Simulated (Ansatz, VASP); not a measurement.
Two plane-wave programs on Ge

POSCAR

```
Ge
1.0
    4.0904100000      0.0000000000      0.0000000000
   -2.0452000000      3.5424000000      0.0000000000
    0.0000000000      0.0000000000      3.3265800000
Ge
2
Direct
    0.6666700000      0.3333300000      0.1408600000
    0.3333300000      0.6666700000      0.8591400000
```

Contents of INCAR.step1:

```
SYSTEM = Ge
ALGO = Normal
EDIFF = 1E-5
ENCUT = 410
GGA = PE
GGA_COMPAT = .False.
ISIF = 2
ISMEAR = -1
LASPH = .True.
LCHARG = .False.
LREAL = .False.
LWAVE = .True.
NBANDS = 21
NELM = 120
PREC = Accurate
SIGMA = 0.05
```

Contents of INCAR.step2:

```
SYSTEM = Ge
AEXX = 0.25
ALGO = Normal
EDIFF = 1E-6
ENCUT = 410
GGA = PE
GGA_COMPAT = .False.
ISIF = 2
ISMEAR = -1
ISTART = 1
LASPH = .True.
LCHARG = .False.
LHFCALC = .True.
LREAL = .False.
LWAVE = .False.
NBANDS = 21
NELM = 120
PREC = Accurate
PRECFOCK = Normal
SIGMA = 0.05
```

Contents of KPOINTS:

```
k-points
0
Gamma
  4 4 4
  0 0 0
```

File input:

```
crystal:
  lattice:
    - [4.09041, 0.0, 0.0]
    - [-2.0452, 3.5424, 0.0]
    - [0.0, 0.0, 3.32658]
  atoms:
    - { symbol: Ge, position: [0.66667, 0.33333, 0.14086] }
    - { symbol: Ge, position: [0.33333, 0.66667, 0.85914] }
hamiltonian:
  xc: pbe0
  pseudopotentials: { kind: paw }
kpoints:
  mp_grid: { grid: [4, 4, 4] }
scf:
  occupations: { method: fermi_dirac, width: 0.05 }
output:
  forces: true
  stress: true
  eigenvalues: true
  write_density: true
  write_potential: true
  elf: true
  volumetric_format: npy
```

Alike in both runs: task single point; functional PBE0; k mesh 4 × 4 × 4; occupations fermi-dirac, width 0.05 eV; no spin polarisation.

|  | VASP | Ansatz |
| --- | --- | --- |
| version | VASP 6.6.1 | Ansatz 0.2.0 |
| potentials or method | VASP PAW PBE potentials, release 64 (Ge_d) | Ansatz PAW |
| plane-wave cutoff (eV) | 410 | 420 |
| valence electrons in the cell | 28 | 28 |

|  | VASP | Ansatz | Ansatz less VASP |
| --- | --- | --- | --- |
| gap on the k mesh at the Fermi level (eV) | none | none | - |
| rms of the force components (eV/Å) | 0.273 | 0.272 | -0.0007 |

Atom by atom the forces differ by 0.053 eV/Å (rms over components). A gap of «none» marks a metal or a gap that the smearing closes.

The k mesh is coarse, so the values compare programs but aren't converged.
